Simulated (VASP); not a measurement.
A run of VASP 6.6.1 is set up as follows.

INCAR

```
SYSTEM = CoH
PREC = Accurate ; ENCUT = 520
EDIFF = 1E-6 ; ISMEAR = -1
SIGMA = 0.15 ; LREAL = .False.
LASPH = .True. ; NELM = 150
ALGO = Normal ; ISIF = 2
LWAVE = .False. ; LCHARG = .False.
ISPIN = 2 ; MAGMOM = 2.5 0
LORBIT = 11 ; LMAXMIX = 4
NBANDS = 16
```

File KPOINTS:

```
Automatic mesh
0
Gamma
  16 16 16
  0 0 0
```

POSCAR

```
CoH
1.0
    0.0000000000      1.8429600000      1.8429600000
    1.8429600000      0.0000000000      1.8429600000
    1.8429600000      1.8429600000      0.0000000000
Co H
1 1
Direct
    0.0000000000      0.0000000000      0.0000000000
    0.5000000000      0.5000000000      0.5000000000
```

Potentials or basis: VASP PAW LDA potentials, release 64 (Co, H).

Run with:

```bash
$ cat potpaw_LDA.64/Co/POTCAR potpaw_LDA.64/H/POTCAR > POTCAR
$ mpirun -np 1 vasp_std > vasp.out
```

(1) Estimate the site moments.

(2) Predict the pressure.

(3) What does it give for the net moment?

## Answers

(1) Co +1.02; H -0.01 μB.

(2) -13.6 GPa.

(3) 1.01 μB per cell.

Caveat: the cell stands under tension.
